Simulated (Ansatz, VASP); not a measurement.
# One calculation of SnO2, two programs

```xyz
6
Lattice="4.6665 0.0000 0.0000 0.0000 4.6671 0.0000 0.0000 0.0000 3.1527" Properties=species:S:1:pos:R:3 pbc="T T T"
Sn    2.3333    2.3336    1.5764
Sn    0.0000    0.0000    0.0000
O     1.4279    1.2473    0.0000
O     3.7611    1.0862    1.5764
O     0.9054    3.5809    1.5764
O     3.2387    3.4198    0.0000
```

Alike in both runs: task single point; functional LDA; k mesh 6 × 6 × 8; occupations gaussian, width 0.05 eV; no spin polarisation.

|  | VASP | Ansatz |
| --- | --- | --- |
| version | VASP 6.6.1 | Ansatz 0.2.0 |
| potentials or method | VASP PAW LDA potentials, release 64 (Sn_d, O), cutoff 520 eV | scalar-relativistic, plane waves, PAW |
| valence electrons in the cell | 52 | 52 |

```csv
,VASP,Ansatz,Ansatz less VASP
gap on the k mesh at the Fermi level (eV),1.45,1.42,-0.026
least direct gap on the mesh (eV),1.45,1.42,-0.026
pressure (GPa),10.2,9.1,-1.10
"traceless stress, the component that is largest in VASP (GPa)",7.46,7.34,-0.116
rms of the force components (eV/Å),1.466,1.449,-0.0174
```

LDA's correlation is that of Perdew and Zunger in VASP and of Perdew and Wang (1992) in Ansatz. Atom by atom the forces differ by 0.018 eV/Å (rms over components).
